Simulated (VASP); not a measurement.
Here is a VASP 6.6.1 calculation.

The input INCAR:

```
PREC = Accurate
ENCUT = 600
EDIFF = 1E-6
ISMEAR = 0
SIGMA = 0.1
LREAL = False
LASPH = True
NELM = 60
ALGO = Fast
ISIF = 4
LWAVE = False
LCHARG = False
GGA = PS
IBRION = 2
NSW = 50
EDIFFG = -0.01
```

KPOINTS

```
Automatic mesh
0
Gamma
  18 18 18
```

POSCAR

```
In
1.0
   -1.6490082541      1.6490082541      2.5793308810
    1.6490082541     -1.6490082541      2.5793308810
    1.6490082541      1.6490082541     -2.5793308810
In
1
Direct
    0.0000000000      0.0000000000      0.0000000000
```

Potentials or basis: VASP PAW PBE potentials, release 64 (In_d).

Run with:

```sh
$ cat potpaw_PBE.64/In_d/POTCAR > POTCAR
$ mpirun -np 1 vasp_std > vasp.out
```

**Question.** Estimate the band gap on the k mesh.

**Answer.** Zero (an odd number of electrons rules out a gap without spin polarisation).

Final structure:
```cif
data_structure
_symmetry_space_group_name_H-M 'P 1'
_symmetry_Int_Tables_number 1
_cell_length_a 3.4746
_cell_length_b 3.4746
_cell_length_c 3.4746
_cell_angle_alpha 123.261
_cell_angle_beta 123.261
_cell_angle_gamma 84.439
_cell_volume 28.06
loop_
_atom_site_label
_atom_site_type_symbol
_atom_site_fract_x
_atom_site_fract_y
_atom_site_fract_z
_atom_site_occupancy
In1 In 0.00000 0.00000 0.00000 1
```

Caveat: spin-orbit coupling is left out, which moves the levels of the heavy elements.
